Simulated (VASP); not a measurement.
Input of a VASP 6.6.1 run:

INCAR

```
SYSTEM = C
PREC = Accurate
ENCUT = 520
EDIFF = 1E-7
ISMEAR = 0
SIGMA = 0.05
LREAL = .FALSE.
LASPH = .TRUE.
NELM = 100
ALGO = Normal
ISIF = 2
LWAVE = .FALSE.
LCHARG = .FALSE.
GGA = PE
IVDW = 12
NBANDS = 11
```

Contents of KPOINTS:

```
Automatic mesh
0
G
  15 15 15
  0 0 0
```

POSCAR

```
C
1.0
    1.2222687308      0.7056771807      3.3334883167
   -1.2222687308      0.7056771807      3.3334883167
    0.0000000000     -1.4113543615      3.3334883167
C
2
Direct
    0.1684797275      0.1684797275      0.1684797275
    0.8315202725      0.8315202725      0.8315202725
```

Potentials or basis: VASP PAW PBE potentials, release 64 (C).

Command:

```bash
$ cat potpaw_PBE.64/C/POTCAR > POTCAR
$ mpirun -np 1 vasp_std > vasp.out
```

(1) What does it give for the pressure?

(2) Estimate the band gap on the k mesh.

(3) Estimate the dispersion energy per atom.

Results:

(1) 8.1 GPa.

(2) 0.61 eV, direct.

(3) -0.158 eV.
